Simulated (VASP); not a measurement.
Input of a VASP 6.6.1 run:

File POSCAR:

```
Pt
1.0
    2.7789487024      0.0000000000      0.0000000000
   -1.3894743512      2.4066401720      0.0000000000
    0.0000000000      0.0000000000      4.8238709117
Pt
2
Direct
    0.3333333333      0.6666666667      0.2500000000
    0.6666666667      0.3333333333      0.7500000000
```

The input INCAR.step1:

```
SYSTEM = Pt
  ALGO = Normal
  EDIFF = 1E-5
  ENCUT = 520
  GGA = PE
  ISIF = 2
  ISMEAR = -1
  LASPH = .TRUE.
  LCHARG = .FALSE.
  LREAL = .FALSE.
  LWAVE = .TRUE.
  NBANDS = 17
  NELM = 100
  PREC = Accurate
  SIGMA = 0.05
```

File INCAR.step2:

```
SYSTEM = Pt
  ALGO = Normal
  EDIFF = 1E-6
  ENCUT = 520
  GGA = PE
  HFSCREEN = 0.2079
  ISIF = 2
  ISMEAR = -1
  ISTART = 1
  LASPH = .TRUE.
  LCHARG = .FALSE.
  LHFCALC = .TRUE.
  LREAL = .FALSE.
  LWAVE = .FALSE.
  NBANDS = 17
  NELM = 100
  PREC = Accurate
  PRECFOCK = Normal
  SIGMA = 0.05
```

KPOINTS

```
k-points
0
G
  6 6 4
  0 0 0
```

Potentials or basis: VASP PAW PBE potentials, release 64 (Pt).

Run with:

```console
$ cat potpaw_PBE.64/Pt/POTCAR > POTCAR
$ cp INCAR.step1 INCAR
$ mpirun -np 1 vasp_std > vasp.out
$ cp INCAR.step2 INCAR
$ mpirun -np 1 vasp_std > vasp.out
```

(1) Estimate the pressure.

(2) What does it give for the band gap on the k mesh?

## Answers

(1) -13.6 GPa.

(2) zero (bands 10 and 11 overlap by 1.85 eV).

Caveat: the k points lie up to 0.44 Å⁻¹ apart, too coarse for converged energies and pressures of a metal; the PAW data sets were made with another functional, which shifts forces and pressure a little; spin-orbit coupling is left out, which moves the levels of the heavy elements.
